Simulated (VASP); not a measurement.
ZnGe2N:

```
Zn Ge N
1.0
     4.72412    0.00000    0.00000
    -2.36206    4.09121    0.00000
     0.00000    0.00000    3.61230
Zn Ge N
1 2 1
Direct
  0.00000 0.00000 0.00000
  0.33333 0.66667 0.50000
  0.66667 0.33333 0.50000
  0.00000 0.00000 0.50000
```

The cell was generated, and may not be a known phase.

* Program: VASP 6.6.1
* Task: relaxation of cell and atoms
* Functional: PBE
* Potentials or basis: VASP PAW PBE potentials, release 64 (Zn, Ge_d, N)
* Cutoff: 600 eV
* k mesh: 6 × 6 × 6
* Occupations: gaussian, width 0.1 eV
* Spin: no spin polarisation

At the start: pressure 0.8 GPa; volume 17.45 Å³/atom.

Q: Where does the relaxation end?

A: Over 8 steps the energy falls by 6.1 meV/atom and the volume is 18.19 Å³/atom (+4.2 %); space group P6/mmm (No. 191, to 0.1 Å) before and after.

Step by step:
```tsv
step	energy change (eV)	largest force (eV/Å)	pressure (GPa)	volume (Å³)
1	0.0000	0.0000	0.82	69.82
2	-0.0115	0.0000	0.36	70.71
3	-0.0224	0.0000	-0.30	72.35
4	0.0170	0.0000	-1.27	75.61
5	-0.0233	0.0000	-0.42	72.67
6	-0.0235	0.0000	-0.53	72.98
7	-0.0219	0.0000	0.56	72.34
8	-0.0244	0.0000	-0.12	72.74
```

Final structure:
```xyz
4
Lattice="4.8698 0.0000 0.0000 -2.4349 4.2174 0.0000 0.0000 0.0000 3.5419" Properties=species:S:1:pos:R:3 pbc="T T T"
Zn    0.0000    0.0000    0.0000
Ge    0.0000    2.8116    1.7710
Ge    2.4349    1.4058    1.7710
N     0.0000    0.0000    1.7710
```
